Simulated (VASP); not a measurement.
Write the native input for VASP 6.6.1 that does the following.

* Task: density of states
* Functional: PBEsol
* Potentials or basis: VASP PAW PBE potentials, release 64 (Ti_sv, Si)
* Cutoff: 520 eV
* k mesh: 7 × 7 × 7
* Occupations: fermi-dirac, width 0.05 eV
* Spin: no spin polarisation
* Dipole correction: no
* k mesh for the DOS: 11 × 11 × 11
* Occupations for the DOS: tetrahedron
* Further INCAR settings: ALGO = Normal; EDIFF = 1e-06; NBANDS = 29

Crystal: TiSi2.

```xyz
6
Lattice="0.0000 4.1175 4.2629 2.3895 0.0000 4.2629 2.3895 4.1175 0.0000" Properties=species:S:1:pos:R:3 pbc="T T T"
Ti    3.5843    6.1763    6.3943
Ti    2.3895    4.1175    4.2629
Si    1.1948    3.3975    2.1314
Si    1.1948    0.7200    2.1314
Si    2.3895    1.3387    4.2629
Si    2.3895    6.8963    4.2629
```

These files were run (other wordings do the same):

POSCAR

```
TiSi2
1.0
    0.0000000000      4.1175163063      4.2628978354
    2.3895119538      0.0000000000      4.2628978354
    2.3895119538      4.1175163063      0.0000000000
Ti Si
2 4
Direct
    0.7500000000      0.7500000000      0.7500000000
    0.5000000000      0.5000000000      0.5000000000
    0.4125656100      0.0874343900      0.4125656100
    0.0874343900      0.4125656100      0.0874343900
    0.1625656100      0.8374343900      0.1625656100
    0.8374343900      0.1625656100      0.8374343900
```

INCAR.step1

```
SYSTEM = TiSi2
ALGO     = Normal         ! electronic algorithm
EDIFF    = 1E-6           ! SCF threshold, eV
ENCUT    = 520            ! plane-wave cutoff, eV
GGA      = PS             ! functional
ISIF     = 2              ! what is computed and relaxed
ISMEAR   = -1             ! smearing method
LASPH    = .True.         ! aspherical terms in the spheres
LCHARG   = .True.         ! write CHGCAR
LMAXMIX  = 4              ! l up to which the mixer works
LREAL    = .False.        ! projectors in reciprocal space
LWAVE    = .False.        ! write WAVECAR
NBANDS   = 29             ! bands
NELM     = 80             ! most SCF steps
PREC     = Accurate       ! precision mode
SIGMA    = 0.05           ! smearing width, eV
```

KPOINTS.step1

```
k-points
0
Gamma
  7 7 7
  0 0 0
```

INCAR.step2

```
SYSTEM = TiSi2
ALGO     = Normal         ! electronic algorithm
EDIFF    = 1E-6           ! SCF threshold, eV
ENCUT    = 520            ! plane-wave cutoff, eV
GGA      = PS             ! functional
ICHARG   = 11             ! starting density
ISIF     = 2              ! what is computed and relaxed
ISMEAR   = -5             ! smearing method
LASPH    = .True.         ! aspherical terms in the spheres
LCHARG   = .False.        ! write CHGCAR
LMAXMIX  = 4              ! l up to which the mixer works
LORBIT   = 11             ! projections on sites
LREAL    = .False.        ! projectors in reciprocal space
LWAVE    = .False.        ! write WAVECAR
NBANDS   = 29             ! bands
NEDOS    = 1001           ! points of the DOS
NELM     = 80             ! most SCF steps
PREC     = Accurate       ! precision mode
SIGMA    = 0.05           ! smearing width, eV
```

KPOINTS.step2

```
k-points
0
Gamma
  11 11 11
  0 0 0
```

Potentials or basis: VASP PAW PBE potentials, release 64 (Ti_sv, Si).

The run is started by

```bash
$ cat potpaw_PBE.64/Ti_sv/POTCAR potpaw_PBE.64/Si/POTCAR > POTCAR
$ cp INCAR.step1 INCAR
$ cp KPOINTS.step1 KPOINTS
$ mpirun -np 1 vasp_std > vasp.out
$ cp INCAR.step2 INCAR
$ cp KPOINTS.step2 KPOINTS
$ mpirun -np 1 vasp_std > vasp.out
```

It gave:

```
Valence electrons inside the program's atomic spheres : Ti 10.42; Si 1.63
```

Wall time 3.8 min on 1 thread of Intel(R) Xeon(R) 6975P-C (Granite Rapids), on a shared host, peak memory 0.53 GiB.
